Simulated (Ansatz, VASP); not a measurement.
One calculation of Ba, two programs

Contents of INCAR:

```
PREC = Accurate ; ENCUT = 520
EDIFF = 1E-7 ; ISMEAR = 0
SIGMA = 0.15 ; LREAL = False
LASPH = True ; NELM = 100
ALGO = Fast ; ISIF = 2
LWAVE = False ; LCHARG = False
NBANDS = 11
```

File KPOINTS:

```
Automatic mesh
0
Gamma
  14 14 8
```

POSCAR

```
Ba
1.0
    1.9550000000     -3.6500000000     -0.0456250000
    1.9550000000      3.6500000000      0.0456250000
    0.0000000000      0.0712500000      5.7000000000
Ba
1
Direct
    0.0000000000      0.0000000000      0.0000000000
```

Input for Ansatz:

```yaml
crystal:
  lattice:
    - [1.955, -3.65, -0.045625]
    - [1.955, 3.65, 0.045625]
    - [0.0, 0.07125, 5.7]
  atoms:
    - { symbol: Ba, position: [0.0, 0.0, 0.0] }
basis:
  ecutwfc: 420
kpoints:
  mp_grid: { grid: [14, 14, 8] }
hamiltonian:
  xc: lda
scf:
  occupations: { method: gaussian, width: 0.15 }
output:
  forces: true
  stress: true
  eigenvalues: true
```

Change from the starting cell: strain +0.0250 x Voigt [0, 0, 0, 1, 0, 0], atoms carried along.

Alike in both runs: task single point; functional LDA; k mesh 14 × 14 × 8; occupations gaussian, width 0.15 eV; no spin polarisation.

|  | VASP | Ansatz |
| --- | --- | --- |
| version | VASP 6.6.1 | Ansatz 0.2.0 |
| potentials or method | VASP PAW LDA potentials, release 64 (Ba_sv), cutoff 520 eV | scalar-relativistic, plane waves, PAW |
| valence electrons in the cell | 10 | 10 |

```csv
,VASP,Ansatz,Ansatz less VASP
gap on the k mesh at the Fermi level (eV),none,none,-
pressure (GPa),-0.3,-0.3,-0.02
"traceless stress, the component that is largest in VASP (GPa)",-1.97,-1.93,+0.040
```

LDA's correlation is that of Perdew and Zunger in VASP and of Perdew and Wang (1992) in Ansatz. A gap of «none» marks a metal or a gap that the smearing closes.

Neither program's run includes spin-orbit coupling.
